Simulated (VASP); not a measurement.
Ta, 1 atom in the cell. Symmetry: Im-3m, No. 229, cubic system. The conventional cell has a = 3.303 Å, b = 3.303 Å, c = 3.303 Å, α = 90.00°, β = 90.00°, γ = 90.00°. Ta (site symmetry m-3m) has 14 Ta at 2.86 to 3.30 Å within 3.8 Å. 

- Program: VASP 6.6.1
- Task: density of states
- Functional: PBEsol
- Potentials or basis: VASP PAW PBE potentials, release 64 (Ta_pv)
- Cutoff: 400 eV
- k mesh: 9 × 9 × 9
- Occupations: methfessel-paxton, width 0.1 eV
- Spin: no spin polarisation
- Dipole correction: no
- k mesh for the DOS: 14 × 14 × 14
- Occupations for the DOS: tetrahedron
- Further INCAR settings: ALGO = Normal; EDIFF = 1e-06; NBANDS = 12

Potentials or basis: VASP PAW PBE potentials, release 64 (Ta_pv).

Launch:

```bash
$ cat potpaw_PBE.64/Ta_pv/POTCAR > POTCAR
$ cp INCAR.step1 INCAR
$ cp KPOINTS.step1 KPOINTS
$ mpirun -np 1 vasp_std > vasp.out
$ cp INCAR.step2 INCAR
$ cp KPOINTS.step2 KPOINTS
$ mpirun -np 1 vasp_std > vasp.out
```

Hardware: 1 thread of Intel(R) Xeon(R) 6975P-C (Granite Rapids) (shared host).

Q: Estimate the wall time of this run.

A: Wall time 7.3 s on 1 thread of Intel(R) Xeon(R) 6975P-C (Granite Rapids) (shared host), peak memory 0.14 GiB. Counts: k points 104.
